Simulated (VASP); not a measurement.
# Sb (I4/mcm) in VASP: single point with PBEsol

Aim: the single point of Sb with PBEsol.

Program: VASP 6.6.1. These are calculated values, not measurements. Logs are shortened: lines on timing, memory, paths and dates and some standing lists are left out, and cuts for length are marked.

**1. The cell of the first run**

The typed cell holds 4 atoms: a = 4.956 Å, b = 4.956 Å, c = 4.956 Å, α = 109.47°, β = 109.47°, γ = 109.48°.

This isn't the form of Sb at room conditions, which is rhombohedral.

**2. Single point, PBEsol**

INCAR

```
SYSTEM = Sb
PREC = Accurate
ENCUT = 500
EDIFF = 1E-6
ISMEAR = -1
SIGMA = 0.05
LREAL = .FALSE.
LASPH = .TRUE.
NELM = 120
ALGO = Normal
ISIF = 2
LWAVE = .FALSE.
LCHARG = .FALSE.
GGA = PS
NBANDS = 38
GGA_COMPAT = .FALSE.
```

KPOINTS

```
Automatic mesh
0
G
  7 7 7
  0 0 0
```

POSCAR

```
Sb
1.0
   -2.8616914117      2.8616914117      2.8614228767
    2.8616914117     -2.8616914117      2.8614228767
    2.8616914117      2.8616914117     -2.8614228767
Sb
4
Direct
    0.7497611139      0.2497611139      0.9995222279
    0.2497611139      0.2502388861      0.5000000000
    0.2502388861      0.7502388861      0.0004777721
    0.7502388861      0.7497611139      0.5000000000
```

Potentials or basis: VASP PAW PBE potentials, release 64 (Sb_d_GW).

Launch:

```
> cat potpaw_PBE.64/Sb_d_GW/POTCAR > POTCAR
> mpirun -np 1 vasp_std > vasp.out
```

OUTCAR:

```text
SYSTEM = Sb
   PREC = Accurate
   ENCUT = 500
   EDIFF = 1E-6
   ISMEAR = -1
   LREAL = .FALSE.
   LASPH = .TRUE.
   NELM = 120
   ISIF = 2
   GGA = PS

 ion  position               nearest neighbor table
   1  0.750  0.250  1.000-   3 2.86   3 2.86   4 2.86   2 2.86   4 2.86   2 2.86
   2  0.250  0.250  0.500-   4 2.86   4 2.86   3 2.86   1 2.86   1 2.86   3 2.86
   3  0.250  0.750  0.000-   1 2.86   1 2.86   4 2.86   2 2.86   4 2.86   2 2.86
   4  0.750  0.750  0.500-   2 2.86   2 2.86   1 2.86   3 2.86   1 2.86   3 2.86

  LATTYP: Found a body centered tetragonal cell.
 ALAT       =     5.7233828234
 C/A-ratio  =     0.9999061621

  Lattice vectors:

 A1 = (  -2.8616914117,   2.8616914117,   2.8614228767)
 A2 = (   2.8616914117,  -2.8616914117,   2.8614228767)
 A3 = (   2.8616914117,   2.8616914117,  -2.8614228767)

Analysis of symmetry for initial positions (statically):
=====================================================================
 Subroutine PRICEL returns:
 Original cell was already a primitive cell.

 Routine SETGRP: Setting up the symmetry group for a
 body centered tetragonal supercell.

 Subroutine GETGRP returns: Found 16 space group operations
 (whereof  8 operations were pure point group operations)
 out of a pool of 16 trial point group operations.

The static configuration has the point symmetry C_4h.
 The point group associated with its full space group is D_4h.

Analysis of symmetry for dynamics (positions and initial velocities):
=====================================================================
 Subroutine PRICEL returns:
 Original cell was already a primitive cell.

 Routine SETGRP: Setting up the symmetry group for a
 body centered tetragonal supercell.

 Subroutine GETGRP returns: Found 16 space group operations
 (whereof  8 operations were pure point group operations)
 out of a pool of 16 trial point group operations.

The dynamic configuration has the point symmetry C_4h.
 The point group associated with its full space group is D_4h.

 Subroutine INISYM returns: Found 16 space group operations
 (whereof  8 operations are pure point group operations),
 and found     1 'primitive' translations

----------------------------------------------------------------------------------------

                                     Primitive cell

  volume of cell :      93.7319

  direct lattice vectors                    reciprocal lattice vectors
[... 90 lines left out ...]
   NELM   =    120;   NELMIN=  2; NELMDL= -5     # of ELM steps
   EDIFF  = 0.1E-05   stopping-criterion for ELM
   LREAL  =      F    real-space projection
   EDIFFG = 0.1E-04   stopping-criterion for IOM
   NSW    =      0    number of steps for IOM
   IBRION =     -1    ionic relax: 0-MD 1-quasi-New 2-CG
   NFREE  =      0    steps in history (QN), initial steepest desc. (CG)
   ISIF   =      2    stress and relaxation
   ISYM   =      2    0-nonsym 1-usesym 2-fastsym
   POTIM  = 0.5000    time-step for ionic-motion
   TEBEG  =    0.0;   TEEND  =   0.0 temperature during run
   PSTRESS=    0.0 pullay stress
   NELECT =      60.0000    total number of electrons
   NUPDOWN=      -1.0000    fix difference up-down
   EMIN   =  10.00;   EMAX   =-10.00  energy-range for DOS
   EFERMI =   0.00;   METHOD = LEGACY
   ISMEAR =    -1;   SIGMA  =   0.05  broadening in eV -4-tet -1-fermi 0-gaus
   EFERMI_NEDOS =   21; number of points for ismear=-14 and -15
   IALGO  =     38    algorithm
   IMIX   =      4    mixing-type and parameters
     AMIX     =   0.40;   BMIX     =  1.00
     AMIX_MAG =   1.60;   BMIX_MAG =  1.00
  volume/ion in A,a.u.               =      23.43       158.13
  Fermi-wavevector in a.u.,A,eV,Ry     =   1.410899  2.666213 27.084261  1.990637
  Thomas-Fermi vector in A             =   2.532806
   LORBIT       =      0    0 simple, 1 ext, 2 COOP (PROOUT), +10 PAW based schemes
   GGA     = PS    functional components
   LHFCALC =     F    Hartree Fock is set to
   AEXX    =    0.0000 exact exchange contribution
   IVDW    =     0    specifies the selected vdW correction
   LEPSILON=     F    determine dielectric tensor
   LRPA    =     F    only Hartree local field effects (RPA)
 non-spin polarized calculation
  energy-cutoff  :      500.00
  volume of cell :       93.73
 maximum number of plane-waves:      2409
   NGX = 19   NGY = 19   NGZ = 19

 number of electron      60.0000050 magnetization

 Free energy of the ion-electron system (eV)
  ---------------------------------------------------
  ext. energy  EPLUGINS =         0.00000000
  ---------------------------------------------------
  free energy    TOTEN  =       -17.14921637 eV

  energy without entropy =      -17.13395423  energy(sigma->0) =      -17.14158530

 E-fermi :   7.8897     XC(G=0): -11.3178

 val. band max:        7.8410891779   @ k =   0.4286   0.1429  -0.0000
 cond. band min:       7.9609749135   @ k =   0.4286  -0.0000   0.0000
 fundamental gap:      0.1198857355
 Fermi energy:         7.8896818011

 k-point     1 :       0.0000    0.0000    0.0000
  band No.  band energies     occupation
      1     -21.7021      2.00000
      2     -21.7018      2.00000
      3     -21.5400      2.00000
      4     -21.5400      2.00000
      5     -21.5399      2.00000
      6     -21.5234      2.00000
[... 973 lines left out ...]
     37      13.9626      0.00000
     38      14.1177      0.00000

 [... further k-points ...]

------------------------ aborting loop because EDIFF is reached ----------------------------------------

  FORCE on cell =-STRESS in cart. coord.  units (eV):
  Direction    XX          YY          ZZ          XY          YZ          ZX
  --------------------------------------------------------------------------------------
  -------------------------------------------------------------------------------------
  Total       11.6869102     11.6869102     11.6991919      0.0000000     -0.0000000      0.0000000
  in kB      199.7664961    199.7664961    199.9764293      0.0000000     -0.0000000      0.0000000
  external PRESSURE =     199.8364738 kB  Pullay stress =       0.0000000 kB

 VOLUME and BASIS-vectors are now :
 -----------------------------------------------------------------------------
  energy-cutoff  :      500.00
  volume of cell :       93.73
      direct lattice vectors                 reciprocal lattice vectors
    -2.861691412  2.861691412  2.861422877     0.000000000  0.174721844  0.174738241
     2.861691412 -2.861691412  2.861422877     0.174721844  0.000000000  0.174738241
     2.861691412  2.861691412 -2.861422877     0.174721844  0.174721844  0.000000000

 POSITION                                       TOTAL-FORCE (eV/Angst)
 -----------------------------------------------------------------------------------
      1.42948      4.29117     -0.00000         0.000278      0.000278     -0.000000
      1.43221      1.42948      0.00000        -0.000278      0.000278      0.000000
      1.43221     -1.42948      2.86142        -0.000278     -0.000278      0.000000
      1.42948      1.43221      2.86142         0.000278     -0.000278     -0.000000
 -----------------------------------------------------------------------------------
    total drift:                               -0.000000      0.000000     -0.000000

  FREE ENERGIE OF THE ION-ELECTRON SYSTEM (eV)
  ---------------------------------------------------
  free  energy   TOTEN  =       -17.1492163668 eV

  energy  without entropy=      -17.1339542286  energy(sigma->0) =      -17.14158530
```

OSZICAR:

```text
N       E                     dE             d eps       ncg     rms          rms(c)
DAV:   1     0.649635860212E+03    0.64964E+03   -0.15972E+04  4390   0.149E+04
DAV:   2     0.166256047377E+03   -0.48338E+03   -0.46814E+03  5574   0.216E+03
DAV:   3     0.640677817511E+01   -0.15985E+03   -0.15582E+03  6074   0.521E+02
DAV:   4    -0.153688359296E+02   -0.21776E+02   -0.21486E+02  6036   0.184E+02
DAV:   5    -0.170748077418E+02   -0.17060E+01   -0.16949E+01  5658   0.108E+02    0.960E+00
DAV:   6    -0.171642588217E+02   -0.89451E-01   -0.13328E+00  5722   0.277E+01    0.631E+00
DAV:   7    -0.171490944988E+02    0.15164E-01   -0.87694E-02  5612   0.111E+01    0.521E-01
DAV:   8    -0.171491072919E+02   -0.12793E-04   -0.74853E-03  5550   0.337E+00    0.202E-01
DAV:   9    -0.171492081949E+02   -0.10090E-03   -0.67020E-04  5800   0.806E-01    0.417E-02
DAV:  10    -0.171492171025E+02   -0.89076E-05   -0.37104E-05  4872   0.112E-01    0.274E-02
DAV:  11    -0.171492163668E+02    0.73573E-06   -0.20251E-06  2808   0.953E-02
   1 F= -.17149216E+02 E0= -.17141585E+02  d E =-.152621E-01
```

stdout:

```text
POSCAR found type information on POSCAR Sb
 POSCAR found :  1 types and       4 ions
 scaLAPACK will be used
 -----------------------------------------------------------------------------
|                                                                             |
|                                                                             |
|     You enforced a specific xc type in the INCAR file but a different       |
|     I HOPE YOU KNOW WHAT YOU ARE DOING!                                     |
|                                                                             |
 -----------------------------------------------------------------------------

 LDA part: xc-table for (Slater+PW92), standard interpolation
 POSCAR, INCAR and KPOINTS ok, starting setup
 FFT: planning ... GRIDC
 FFT: planning ... GRID_SOFT
 FFT: planning ... GRID
 WAVECAR not read
 entering main loop
```

Wall time 3.6 min (1 thread of Intel Xeon Platinum 8375C at 2.90GHz (Ice Lake), shared host); peak memory 0.27 GiB.

What came out:

```yaml
Free_energy: -17.1492 eV
Pressure: 20.0 GPa
Band_gap_on_the_k_mesh: zero (bands 30 and 31 overlap by 2.21 eV)
```

Caveat: the cell stands under pressure; the PAW data sets were made with another functional, which shifts forces and pressure a little; spin-orbit coupling is left out, which moves the levels of the heavy elements.

The gap in the log of VASP goes by the Fermi energy; the results here count the filled bands.